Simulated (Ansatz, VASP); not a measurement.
**BaTe: VASP beside Ansatz**

POSCAR

```
BaTe
1.0
    4.2448181569      0.0000000000      0.0000000000
    0.0000000000      4.2448181569      0.0000000000
    0.0000000000      0.0000000000      4.2448181569
Ba Te
1 1
Direct
    0.0000000000      0.0000000000      0.0000000000
    0.5000000000      0.5000000000      0.5000000000
```

Contents of INCAR.step1:

```
ALGO     = Normal         # electronic algorithm
EDIFF    = 1E-4           # SCF threshold, eV
ENCUT    = 520            # plane-wave cutoff, eV
GGA      = PE             # functional
ISMEAR   = 0              # smearing method
LASPH    = True           # aspherical terms in the spheres
LCHARG   = False          # write CHGCAR
LREAL    = False          # projectors in reciprocal space
LWAVE    = True           # write WAVECAR
NBANDS   = 15             # bands
NELM     = 60             # most SCF steps
PREC     = Accurate       # precision mode
SIGMA    = 0.01           # smearing width, eV
```

File INCAR.step2:

```
ALGO     = Normal         # electronic algorithm
EDIFF    = 1E-6           # SCF threshold, eV
ENCUT    = 520            # plane-wave cutoff, eV
ISIF     = 2              # what is computed and relaxed
ISMEAR   = 0              # smearing method
ISTART   = 1            
LASPH    = True           # aspherical terms in the spheres
LCHARG   = False          # write CHGCAR
LMIXTAU  = True         
LREAL    = False          # projectors in reciprocal space
LWAVE    = False          # write WAVECAR
METAGGA  = R2SCAN         # meta-GGA
NBANDS   = 15             # bands
NELM     = 60             # most SCF steps
PREC     = Accurate       # precision mode
SIGMA    = 0.01           # smearing width, eV
```

KPOINTS

```
k-points
0
Gamma
  4 4 4
```

Input for Ansatz:

```yaml
crystal:
  lattice:
    - [4.2448181569, 0.0, 0.0]
    - [0.0, 4.2448181569, 0.0]
    - [0.0, 0.0, 4.2448181569]
  atoms:
    - { symbol: Ba, position: [0.0, 0.0, 0.0] }
    - { symbol: Te, position: [0.5, 0.5, 0.5] }
kpoints:
  mp_grid: { grid: [4, 4, 4] }
hamiltonian:
  xc: r2scan
scf:
  occupations: { method: fixed }
  n_extra_bands: 4
output:
  forces: true
  stress: true
  eigenvalues: true
basis:
  xc_grid: 1
```

Alike in both runs: task single point; functional r2SCAN; k mesh 4 × 4 × 4; no spin polarisation.

|  | VASP | Ansatz |
| --- | --- | --- |
| version | VASP 6.6.1 | Ansatz 0.2.0 |
| potentials or method | VASP PAW PBE potentials, release 64 (Ba_sv, Te) | plane waves |
| plane-wave cutoff (eV) | 520 | 500 |
| occupations | gaussian, width 0.01 eV | fixed |
| valence electrons in the cell | 16 | 26 |

Ansatz gave:

```
gap on the k mesh at the Fermi level (eV) : 1.19
pressure (GPa)                            : 0.1
```

Task: Which values does VASP return?

Result: gap on the k mesh at the Fermi level (eV): 1.09; pressure (GPa): 0.6.

VASP's potentials were made for PBE, not for r2SCAN. VASP's potentials hold 16 valence electrons a cell and Ansatz's 26, so a difference there can come from the potentials and not from the codes.

Spin-orbit coupling is off throughout.
